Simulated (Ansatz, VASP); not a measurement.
**TaN: VASP beside Ansatz**

Contents of INCAR:

```
SYSTEM = TaN
PREC = Accurate
ENCUT = 700
EDIFF = 1E-6
ISMEAR = 0
SIGMA = 0.15
LREAL = .False.
LASPH = .True.
NELM = 120
ALGO = Normal
ISIF = 2
LWAVE = .False.
LCHARG = .False.
GGA = PS
NBANDS = 16
GGA_COMPAT = .False.
```

KPOINTS

```
regular mesh
0
Gamma
  18 18 18
  0 0 0
```

The input POSCAR:

```
TaN
1.0
    0.0000000000      2.1790000000      2.1790000000
    2.1572100000      0.0000000000      2.1790000000
    2.1572100000      2.1790000000      0.0000000000
Ta N
1 1
Direct
    0.5000000000      0.5000000000      0.5000000000
    0.0000000000      0.0000000000      0.0000000000
```

Input for Ansatz:

```yaml
crystal:
  lattice:
    - [0.0, 2.179, 2.179]
    - [2.15721, 0.0, 2.179]
    - [2.15721, 2.179, 0.0]
  atoms:
    - { symbol: Ta, position: [0.5, 0.5, 0.5] }
    - { symbol: "N", position: [0.0, 0.0, 0.0] }
basis:
  ecutwfc: 420
kpoints:
  mp_grid: { grid: [18, 18, 18] }
hamiltonian:
  xc: pbesol
scf:
  occupations: { method: gaussian, width: 0.15 }
output:
  forces: true
  stress: true
  eigenvalues: true
```

Change from the starting cell: strain -0.0100 x Voigt [1, 0, 0, 0, 0, 0], atoms carried along.

Alike in both runs: task single point; functional PBEsol; k mesh 18 × 18 × 18; occupations gaussian, width 0.15 eV; no spin polarisation.

```csv
,VASP,Ansatz
version,VASP 6.6.1,Ansatz 0.2.0
potentials or method,"VASP PAW PBE potentials, release 64 (Ta_sv_GW, N), cutoff 700 eV","scalar-relativistic, plane waves, PAW"
valence electrons in the cell,18,18
```

VASP gave:

```
gap on the k mesh at the Fermi level (eV)                     : none
pressure (GPa)                                                : 8.5
traceless stress, the component that is largest in VASP (GPa) : 4.80
```

Problem. Estimate Ansatz's values.

Solution. gap on the k mesh at the Fermi level (eV): none; pressure (GPa): 8.4; traceless stress, the component that is largest in VASP (GPa): 4.79.

VASP's potentials were made for PBE, not for PBEsol. A gap of «none» marks a metal or a gap that the smearing closes. With one functional, cell and mesh, what is left measures potentials, basis and numerics.

Neither program's run includes spin-orbit coupling.
